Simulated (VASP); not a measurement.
# AgCl (Pm-3m) in VASP: further runs, part 2 of 3

VASP 6.6.1. The steps go on from the part before.

## (3) Electric field gradients, PBEsol (21.26 Å³/atom)

The input, INCAR:

```
PREC = Accurate
ENCUT = 520
EDIFF = 1E-8
ISMEAR = -1
SIGMA = 0.01
LREAL = False
LASPH = True
NELM = 80
ALGO = Normal
ISIF = 2
LWAVE = False
LCHARG = False
GGA = PS
LEFG = True
NBANDS = 16
```

The input, KPOINTS:

```
Automatic mesh
0
Gamma
  9 9 9
```

The input, POSCAR:

```
AgCl
1.0
    3.4902776466      0.0000000000      0.0000000000
    0.0000000000      3.4902776466      0.0000000000
    0.0000000000      0.0000000000      3.4902776466
Ag Cl
1 1
Direct
    0.0000000000      0.0000000000      0.0000000000
    0.5000000000      0.5000000000      0.5000000000
```

Potentials or basis: VASP PAW PBE potentials, release 64 (Ag, Cl).

Run with:

```console
cat potpaw_PBE.64/Ag/POTCAR potpaw_PBE.64/Cl/POTCAR > POTCAR
mpirun -np 1 vasp_std > vasp.out
```

OUTCAR:

```text
PREC = Accurate
   ENCUT = 520
   EDIFF = 1E-8
   ISMEAR = -1
   LREAL = False
   LASPH = True
   NELM = 80
   ISIF = 2
   GGA = PS

 ion  position               nearest neighbor table
   1  0.000  0.000  0.000-   2 3.02   2 3.02   2 3.02   2 3.02   2 3.02   2 3.02   2 3.02   2 3.02

   2  0.500  0.500  0.500-   1 3.02   1 3.02   1 3.02   1 3.02   1 3.02   1 3.02   1 3.02   1 3.02

  LATTYP: Found a simple cubic cell.
 ALAT       =     3.4902776466

  Lattice vectors:

 A1 = (   3.4902776466,   0.0000000000,   0.0000000000)
 A2 = (   0.0000000000,   3.4902776466,   0.0000000000)
 A3 = (   0.0000000000,   0.0000000000,   3.4902776466)

Analysis of symmetry for initial positions (statically):
=====================================================================
 Subroutine PRICEL returns:
 Original cell was already a primitive cell.

 Routine SETGRP: Setting up the symmetry group for a
 simple cubic supercell.

 Subroutine GETGRP returns: Found 48 space group operations
 (whereof 48 operations were pure point group operations)
 out of a pool of 48 trial point group operations.

The static configuration has the point symmetry O_h .

Analysis of symmetry for dynamics (positions and initial velocities):
=====================================================================
 Subroutine PRICEL returns:
 Original cell was already a primitive cell.

 Routine SETGRP: Setting up the symmetry group for a
 simple cubic supercell.

 Subroutine GETGRP returns: Found 48 space group operations
 (whereof 48 operations were pure point group operations)
[... 159 lines left out ...]
      1     -11.0797      2.00000
      2       0.6372      2.00000
      3       0.6372      2.00000
      4       1.4994      2.00000
      5       1.4994      2.00000
      6       1.4994      2.00000
[... 433 lines left out ...]
      3      -0.0609      2.00000
      4       0.9613      2.00000
      5       1.1279      2.00000
      6       1.2493      2.00000
[... 8 lines left out ...]
     15      17.0412      0.00000
     16      18.7519      0.00000

 [... further k-points ...]

------------------------ aborting loop because EDIFF is reached ----------------------------------------

  FORCE on cell =-STRESS in cart. coord.  units (eV):
  Direction    XX          YY          ZZ          XY          YZ          ZX
  --------------------------------------------------------------------------------------
  -------------------------------------------------------------------------------------
  Total       -1.6636453     -1.6636453     -1.6636453     -0.0000000     -0.0000000      0.0000000
  in kB      -62.6890056    -62.6890056    -62.6890056     -0.0000000     -0.0000000      0.0000000
  external PRESSURE =     -62.6890056 kB  Pullay stress =       0.0000000 kB

 VOLUME and BASIS-vectors are now :
 -----------------------------------------------------------------------------
  energy-cutoff  :      520.00
  volume of cell :       42.52
      direct lattice vectors                 reciprocal lattice vectors
     3.490277647  0.000000000  0.000000000     0.286510158  0.000000000  0.000000000
     0.000000000  3.490277647  0.000000000     0.000000000  0.286510158  0.000000000
     0.000000000  0.000000000  3.490277647     0.000000000  0.000000000  0.286510158

 POSITION                                       TOTAL-FORCE (eV/Angst)
 -----------------------------------------------------------------------------------
      0.00000      0.00000      0.00000         0.000000      0.000000      0.000000
      1.74514      1.74514      1.74514         0.000000      0.000000      0.000000
 -----------------------------------------------------------------------------------
    total drift:                               -0.000000      0.000000      0.000000

  FREE ENERGIE OF THE ION-ELECTRON SYSTEM (eV)
  ---------------------------------------------------
  free  energy   TOTEN  =        -5.6959021941 eV

  energy  without entropy=       -5.6959021940  energy(sigma->0) =       -5.69590219

 Electric field gradients (V/A^2)
---------------------------------------------------------------------
 ion       V_xx      V_yy      V_zz      V_xy      V_xz      V_yz
---------------------------------------------------------------------
   1       0.000     0.000    -0.000    -0.000    -0.000     0.000
   2      -0.000    -0.000     0.000     0.000     0.000    -0.000
---------------------------------------------------------------------

 Electric field gradients after diagonalization (V/A^2)
 (convention: |V_zz| > |V_xx| > |V_yy|)
----------------------------------------------------------------------
 ion       V_xx      V_yy      V_zz     asymmetry (V_yy - V_xx)/ V_zz
----------------------------------------------------------------------
   1       0.000     0.000    -0.000       0.057
   2      -0.000    -0.000     0.000       0.021
----------------------------------------------------------------------

           NMR quadrupolar parameters

 Cq : quadrupolar parameter    Cq=e*Q*V_zz/h
 eta: asymmetry parameters     (V_yy - V_xx)/ V_zz
 Q  : nuclear electric quadrupole moment in mb (millibarn)
----------------------------------------------------------------------
 ion       Cq(MHz)       eta       Q (mb)
----------------------------------------------------------------------
   1      -0.000       0.057       1.000
   2       0.000       0.021       1.000
----------------------------------------------------------------------
```

OSZICAR:

```text
N       E                     dE             d eps       ncg     rms          rms(c)
DAV:   1     0.990438292186E+02    0.99044E+02   -0.86155E+03  1120   0.102E+03
DAV:   2    -0.222454237605E+01   -0.10127E+03   -0.92614E+02  1408   0.217E+02
DAV:   3    -0.595945138878E+01   -0.37349E+01   -0.37262E+01  1368   0.444E+01
DAV:   4    -0.598470286175E+01   -0.25251E-01   -0.25250E-01  1472   0.398E+00
DAV:   5    -0.598501680347E+01   -0.31394E-03   -0.31394E-03  1384   0.429E-01    0.505E+00
DAV:   6    -0.570714101343E+01    0.27788E+00   -0.42169E-01  1328   0.913E+00    0.339E+00
DAV:   7    -0.570065568561E+01    0.64853E-02   -0.10707E-01  1208   0.213E+00    0.186E+00
DAV:   8    -0.569623659719E+01    0.44191E-02   -0.80567E-03  1344   0.863E-01    0.349E-01
DAV:   9    -0.569586311866E+01    0.37348E-03   -0.65878E-04  1448   0.422E-01    0.912E-02
DAV:  10    -0.569590057171E+01   -0.37453E-04   -0.13440E-04  1288   0.110E-01    0.376E-02
DAV:  11    -0.569590239498E+01   -0.18233E-05   -0.18353E-06  1464   0.107E-02    0.490E-03
DAV:  12    -0.569590219172E+01    0.20327E-06   -0.95303E-08  1328   0.235E-03    0.381E-03
DAV:  13    -0.569590219406E+01   -0.23397E-08   -0.21692E-08  1296   0.159E-03
   1 F= -.56959022E+01 E0= -.56959022E+01  d E =-.117130E-10
```

Run time: 17 s. Hardware: 1 thread of AMD EPYC 7R13 (Zen 3), shared host; peak memory 0.14 GiB.

What came out:

| Quantity | Value |
| --- | --- |
| Free energy | -5.6959 eV |
| Pressure | -6.3 GPa |
| Band gap on the k mesh | 0.43 eV (least direct gap 1.78 eV) |
| Largest electric field gradient by atom | under 0.05 V/Å² on every atom |

Caveat: the cell stands under tension; semilocal functionals underestimate gaps, and a narrow one can read as zero; the PAW data sets were made with another functional, which shifts forces and pressure a little; an odd mesh through Γ misses points on the zone boundary, where band edges can lie.

## (4) Electric field gradients, PBEsol (21.46 Å³/atom)

This run uses another cell than the first one, of 21.46 Å³/atom.

The input, INCAR:

```
SYSTEM = AgCl
  ALGO = Normal
  EDIFF = 1E-8
  ENCUT = 520
  GGA = PS
  ISIF = 2
  ISMEAR = -1
  LASPH = .True.
  LCHARG = .False.
  LEFG = .True.
  LREAL = .False.
  LWAVE = .False.
  NBANDS = 16
  NELM = 100
  PREC = Accurate
  SIGMA = 0.01
```

The input, KPOINTS:

```
k-points
0
Gamma
  9 9 9
  0 0 0
```

The input, POSCAR:

```
AgCl
1.0
    3.5013229026      0.0000000000      0.0000000000
    0.0000000000      3.5013229026      0.0000000000
    0.0000000000      0.0000000000      3.5013229026
Ag Cl
1 1
Direct
    0.0000000000      0.0000000000      0.0000000000
    0.5000000000      0.5000000000      0.5000000000
```

Potentials or basis: VASP PAW PBE potentials, release 64 (Ag, Cl).

Run with:

```console
cat potpaw_PBE.64/Ag/POTCAR potpaw_PBE.64/Cl/POTCAR > POTCAR
mpirun -np 1 vasp_std > vasp.out
```

OUTCAR:

```text
SYSTEM = AgCl
   EDIFF = 1E-8
   ENCUT = 520
   GGA = PS
   ISIF = 2
   ISMEAR = -1
   LASPH = .True.
   LREAL = .False.
   NELM = 100
   PREC = Accurate

 ion  position               nearest neighbor table
   1  0.000  0.000  0.000-   2 3.03   2 3.03   2 3.03   2 3.03   2 3.03   2 3.03   2 3.03   2 3.03

   2  0.500  0.500  0.500-   1 3.03   1 3.03   1 3.03   1 3.03   1 3.03   1 3.03   1 3.03   1 3.03

  LATTYP: Found a simple cubic cell.
 ALAT       =     3.5013229026

  Lattice vectors:

 A1 = (   3.5013229026,   0.0000000000,   0.0000000000)
 A2 = (   0.0000000000,   3.5013229026,   0.0000000000)
 A3 = (   0.0000000000,   0.0000000000,   3.5013229026)

Analysis of symmetry for initial positions (statically):
=====================================================================
 Subroutine PRICEL returns:
 Original cell was already a primitive cell.

 Routine SETGRP: Setting up the symmetry group for a
 simple cubic supercell.

 Subroutine GETGRP returns: Found 48 space group operations
[... 645 lines left out ...]
     3.501322903  0.000000000  0.000000000     0.285606334  0.000000000  0.000000000
     0.000000000  3.501322903  0.000000000     0.000000000  0.285606334  0.000000000
     0.000000000  0.000000000  3.501322903     0.000000000  0.000000000  0.285606334

 POSITION                                       TOTAL-FORCE (eV/Angst)
 -----------------------------------------------------------------------------------
      0.00000      0.00000      0.00000         0.000000      0.000000      0.000000
      1.75066      1.75066      1.75066         0.000000      0.000000      0.000000
 -----------------------------------------------------------------------------------
    total drift:                               -0.000000      0.000000      0.000000

  FREE ENERGIE OF THE ION-ELECTRON SYSTEM (eV)
  ---------------------------------------------------
  free  energy   TOTEN  =        -5.6799192361 eV

  energy  without entropy=       -5.6799192361  energy(sigma->0) =       -5.67991924

 Electric field gradients (V/A^2)
---------------------------------------------------------------------
 ion       V_xx      V_yy      V_zz      V_xy      V_xz      V_yz
---------------------------------------------------------------------
   1      -0.000     0.000    -0.000    -0.000    -0.000     0.000
   2       0.000    -0.000    -0.000     0.000     0.000    -0.000
---------------------------------------------------------------------

 Electric field gradients after diagonalization (V/A^2)
 (convention: |V_zz| > |V_xx| > |V_yy|)
----------------------------------------------------------------------
 ion       V_xx      V_yy      V_zz     asymmetry (V_yy - V_xx)/ V_zz
----------------------------------------------------------------------
   1      -0.000     0.000    -0.000      -0.669
   2      -0.000     0.000    -0.000      -0.155
----------------------------------------------------------------------

           NMR quadrupolar parameters

 Cq : quadrupolar parameter    Cq=e*Q*V_zz/h
 eta: asymmetry parameters     (V_yy - V_xx)/ V_zz
 Q  : nuclear electric quadrupole moment in mb (millibarn)
----------------------------------------------------------------------
 ion       Cq(MHz)       eta       Q (mb)
----------------------------------------------------------------------
   1      -0.000      -0.669       1.000
   2      -0.000      -0.155       1.000
----------------------------------------------------------------------
```

OSZICAR:

```text
N       E                     dE             d eps       ncg     rms          rms(c)
DAV:   1     0.987061722872E+02    0.98706E+02   -0.86203E+03  1136   0.101E+03
DAV:   2    -0.223207587827E+01   -0.10094E+03   -0.92814E+02  1448   0.221E+02
DAV:   3    -0.594495950538E+01   -0.37129E+01   -0.37048E+01  1360   0.439E+01
DAV:   4    -0.597129075013E+01   -0.26331E-01   -0.26330E-01  1432   0.398E+00
DAV:   5    -0.597162679900E+01   -0.33605E-03   -0.33605E-03  1384   0.438E-01    0.493E+00
DAV:   6    -0.569137614620E+01    0.28025E+00   -0.42174E-01  1336   0.911E+00    0.331E+00
DAV:   7    -0.568476361682E+01    0.66125E-02   -0.10789E-01  1208   0.214E+00    0.184E+00
DAV:   8    -0.568026626189E+01    0.44974E-02   -0.82226E-03  1312   0.869E-01    0.348E-01
DAV:   9    -0.567987796442E+01    0.38830E-03   -0.67179E-04  1424   0.427E-01    0.934E-02
DAV:  10    -0.567991748161E+01   -0.39517E-04   -0.14168E-04  1312   0.112E-01    0.384E-02
DAV:  11    -0.567991948021E+01   -0.19986E-05   -0.20383E-06  1472   0.112E-02    0.565E-03
DAV:  12    -0.567991923827E+01    0.24194E-06   -0.13609E-07  1312   0.262E-03    0.394E-03
DAV:  13    -0.567991923615E+01    0.21196E-08   -0.21216E-08  1320   0.169E-03
   1 F= -.56799192E+01 E0= -.56799192E+01  d E =-.111914E-10
```

stdout:

```text
POSCAR found type information on POSCAR AgCl
 POSCAR found :  2 types and       2 ions
 scaLAPACK will be used
 -----------------------------------------------------------------------------
|                                                                             |
|                                                                             |
|     You enforced a specific xc type in the INCAR file but a different       |
|     I HOPE YOU KNOW WHAT YOU ARE DOING!                                     |
|                                                                             |
 -----------------------------------------------------------------------------

 LDA part: xc-table for (Slater+PW92), standard interpolation
 POSCAR, INCAR and KPOINTS ok, starting setup
 FFT: planning ... GRIDC
 FFT: planning ... GRID_SOFT
 FFT: planning ... GRID
 WAVECAR not read
 entering main loop
ion   1

ion   2
```

Run time: 18 s. Hardware: 1 thread of AMD EPYC 7R13 (Zen 3), shared host; peak memory 0.14 GiB.

What came out:

* Free energy: -5.6799 eV
* Pressure: -6.5 GPa
* Band gap on the k mesh: 0.43 eV (least direct gap 1.75 eV)
* Largest electric field gradient by atom: under 0.05 V/Å² on every atom

Caveat: the cell stands under tension; semilocal functionals underestimate gaps, and a narrow one can read as zero; the PAW data sets were made with another functional, which shifts forces and pressure a little; an odd mesh through Γ misses points on the zone boundary, where band edges can lie.

(Part 2 of 3 ends here.)
